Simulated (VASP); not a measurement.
BaS, 2 atoms in the cell. It takes space group Fm-3m (No. 225, cubic). Conventional cell: a = 6.298 Å, b = 6.298 Å, c = 6.298 Å, α = 90.00°, β = 90.00°, γ = 90.00°. Ba (site symmetry m-3m) has 6 S at 3.15 Å within 4.1 Å. Within 4.1 Å of S (site symmetry m-3m) lie 6 Ba at 3.15 Å.  This cell differs from its parent crystal: volume scaled by 0.94.

| Property | Result |
| --- | --- |
| Program | VASP 6.6.1 |
| Task | single point |
| Functional | PBE |
| Potentials or basis | VASP PAW PBE potentials, release 64 (Ba_sv, S) |
| Cutoff | 520 eV |
| k mesh | 8 × 8 × 8 |
| Occupations | gaussian, width 0.02 eV |
| Spin | no spin polarisation |
| Dipole correction | no |
| Further INCAR settings | ALGO = Normal; EDIFF = 1e-06; NBANDS = 15 |

Potentials or basis: VASP PAW PBE potentials, release 64 (Ba_sv, S).

Command:

```bash
$ cat potpaw_PBE.64/Ba_sv/POTCAR potpaw_PBE.64/S/POTCAR > POTCAR
$ mpirun -np 1 vasp_std > vasp.out
```

Hardware: 1 thread of Intel(R) Xeon(R) 6975P-C (Granite Rapids), with other jobs on the host.

Task: How long does it take, and how much memory?

Result: Run time: 18 s on 1 thread of Intel(R) Xeon(R) 6975P-C (Granite Rapids), with other jobs on the host, peak memory 0.21 GiB. Counts: scf iterations 13, k points 29.
